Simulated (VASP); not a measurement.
Runs of VASP 6.6.1 on GaSi2. The structure is that of space group P-6m2 (No. 187), or close to it. The cells are those of the table. 

```csv
task,cell,k mesh,cutoff (eV),k mesh for the DOS,occupations for the DOS,gap on the mesh (eV),pressure (GPa),relaxed volume (Å³/atom),largest force (eV/Å)
single point,"a = 3.226, b = 3.226, c = 5.086 Å, angles 90.0, 90.0, 120.0°, 3 atoms",6 × 6 × 4,520,-,-,none,29.8,-,1.05
single point,"a = 3.819, b = 3.819, c = 4.947 Å, angles 90.0, 90.0, 120.0°, 3 atoms",12 × 12 × 10,520,-,-,none,0.0,-,-
relaxation of cell and atoms,"relaxed from a = 3.762, b = 3.762, c = 5.056 Å, angles 90.0, 90.0, 120.0°, 3 atoms",12 × 12 × 10,600,-,-,none,-0.1,20.84,-
single point,"a = 3.762, b = 3.762, c = 5.056 Å, angles 90.0, 90.0, 120.0°, 3 atoms",6 × 6 × 4,520,-,-,none,(b),-,(a)
relaxation of cell and atoms,"relaxed from a = 3.226, b = 3.226, c = 5.086 Å, angles 90.0, 90.0, 120.0°, 3 atoms",6 × 6 × 4,600,-,-,none,0.1,20.74,0.02
```

Alike in all rows: level PBE; potentials or basis VASP PAW PBE potentials, release 64 (Ga_d, Si); no spin polarisation; smearing gaussian 0.1 eV.

Question: Fill in the values left out.

Answer: (a) 0.01; (b) 0.4.

Caveats: some runs use coarse meshes; forces of over 1 eV/Å act on the atoms, so gaps and moduli don't describe the material at rest (some runs); the volume moved by over 15 % at a fixed basis, so the end points are rough (some runs).

A k mesh can miss the band edges, and the runs leave out spin-orbit coupling on Ga.

A gap of «none» marks levels without a gap at the run's occupations.
